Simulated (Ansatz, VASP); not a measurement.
# ZnS: VASP beside Ansatz

```
Zn S
1.0
     0.00000    2.70465    2.74522
     2.70465    0.00000    2.74522
     2.70465    2.70465    0.00000
Zn S
1 1
Direct
  0.00000 0.00000 0.00000
  0.75000 0.75000 0.75000
```

Change from the starting cell: strain +0.000 along x and y, +0.015 along z, atoms carried along.

Alike in both runs: task single point; functional r2SCAN; k mesh 8 × 8 × 8; occupations gaussian, width 0.05 eV; no spin polarisation.

|  | VASP | Ansatz |
| --- | --- | --- |
| version | VASP 6.6.1 | Ansatz 0.2.0 |
| potentials or method | VASP PAW PBE potentials, release 64 (Zn, S), cutoff 520 eV | scalar-relativistic, plane waves, PAW |
| valence electrons in the cell | 18 | 18 |

|  | VASP | Ansatz | Ansatz less VASP |
| --- | --- | --- | --- |
| gap on the k mesh at the Fermi level (eV) | 2.57 | 2.56 | -0.008 |
| least direct gap on the mesh (eV) | 2.57 | 2.56 | -0.008 |
| pressure (GPa) | -1.9 | -1.9 | -0.04 |
| traceless stress, the component that is largest in VASP (GPa) | -0.46 | -0.45 | +0.009 |

VASP's potentials were made for PBE, not for r2SCAN. The functional is the same, so the differences come from potentials, cutoffs and numerics.
